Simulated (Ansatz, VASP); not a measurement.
## Two plane-wave programs on GaN

```xyz
54
Lattice="0.0000 6.7605 6.7605 6.7605 0.0000 6.7605 6.7605 6.7605 0.0000" Properties=species:S:1:pos:R:3 pbc="T T T"
Ga    0.0000    0.0000    0.0000
Ga    2.2535    2.2535    0.0000
Ga    4.5070    4.5070    0.0000
Ga    2.2535    0.0000    2.2535
Ga    4.5070    2.2535    2.2535
Ga    6.7605    4.5070    2.2535
Ga    4.5070    0.0000    4.5070
Ga    6.7605    2.2535    4.5070
Ga    9.0140    4.5070    4.5070
Ga    0.0000    2.2535    2.2535
Ga    2.2535    4.5070    2.2535
Ga    4.5070    6.7605    2.2535
Ga    2.2535    2.2535    4.5070
Ga    4.5070    4.5070    4.5070
Ga    6.7605    6.7605    4.5070
Ga    4.5070    2.2535    6.7605
Ga    6.7605    4.5070    6.7605
Ga    9.0140    6.7605    6.7605
Ga    0.0000    4.5070    4.5070
Ga    2.2535    6.7605    4.5070
Ga    4.5070    9.0140    4.5070
Ga    2.2535    4.5070    6.7605
Ga    4.5070    6.7605    6.7605
Ga    6.7605    9.0140    6.7605
Ga    4.5070    4.5070    9.0140
Ga    6.7605    6.7605    9.0140
Ga    9.0140    9.0140    9.0140
N     3.3803    3.3803    3.3803
N     5.6337    5.6337    3.3803
N     7.8873    7.8873    3.3803
N     5.6337    3.3803    5.6337
N     7.8872    5.6337    5.6337
N    10.1408    7.8873    5.6337
N     7.8873    3.3803    7.8873
N    10.1408    5.6337    7.8873
N    12.3943    7.8873    7.8873
N     3.3803    5.6337    5.6337
N     5.6337    7.8872    5.6337
N     7.8873   10.1408    5.6337
N     5.6337    5.6337    7.8872
N     7.8872    7.8872    7.8872
N    10.1408   10.1408    7.8872
N     7.8873    5.6337   10.1408
N    10.1408    7.8872   10.1408
N    12.3943   10.1408   10.1408
N     3.3803    7.8873    7.8873
N     5.6337   10.1408    7.8873
N     7.8873   12.3943    7.8873
N     5.6337    7.8873   10.1408
N     7.8872   10.1408   10.1408
N    10.1408   12.3943   10.1408
N     7.8873    7.8873   12.3943
N    10.1408   10.1408   12.3943
N    12.3943   12.3943   12.3943
```

Alike in both runs: task single point; functional PBE; k mesh 2 × 2 × 2; occupations gaussian, width 0.05 eV; no spin polarisation.

```csv
,VASP,Ansatz
version,VASP 6.6.1,Ansatz 0.2.0
potentials or method,"VASP PAW PBE potentials, release 64 (Ga_d, N), cutoff 520 eV","scalar-relativistic, plane waves, PAW"
valence electrons in the cell,486,486
```

```csv
,VASP,Ansatz,Ansatz less VASP
gap on the k mesh at the Fermi level (eV),1.72,1.71,-0.008
```

The functional is the same, so the differences come from potentials, cutoffs and numerics. Ansatz's warnings: structure snapped to symmetry.
